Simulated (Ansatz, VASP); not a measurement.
## Al2Pt: VASP beside Ansatz

```xyz
6
Lattice="5.0133 0.0000 0.0000 -2.5067 4.3417 0.0000 0.0000 0.0000 4.2366" Properties=species:S:1:pos:R:3 pbc="T T T"
Al    1.7757    0.0000    2.1183
Al   -0.8878    1.5378    2.1183
Al    1.6188    2.8039    2.1183
Al    0.0000    0.0000    0.0000
Pt    0.0000    2.8944    0.0000
Pt    2.5067    1.4472    0.0000
```

Alike in both runs: functional PBE; k mesh 12 × 12 × 10; occupations gaussian, width 0.1 eV; no spin polarisation.

Ansatz relaxed the structure, and its values are those at the end. VASP's run is a single point on that final structure, the one shown.

|  | VASP | Ansatz |
| --- | --- | --- |
| version | VASP 6.6.1 | Ansatz 0.2.0 |
| potentials or method | VASP PAW PBE potentials, release 64 (Al, Pt), cutoff 520 eV | scalar-relativistic, plane waves, PAW |
| valence electrons in the cell | 32 | 48 |

```csv
,VASP,Ansatz,Ansatz less VASP
gap on the k mesh at the Fermi level (eV),none,none,-
pressure (GPa),-0.2,0.0,+0.16
```

A gap of «none» marks a metal or a gap that the smearing closes. VASP's potentials hold 32 valence electrons a cell and Ansatz's 48, so a difference there can come from the potentials and not from the codes.

Neither program's run includes spin-orbit coupling.
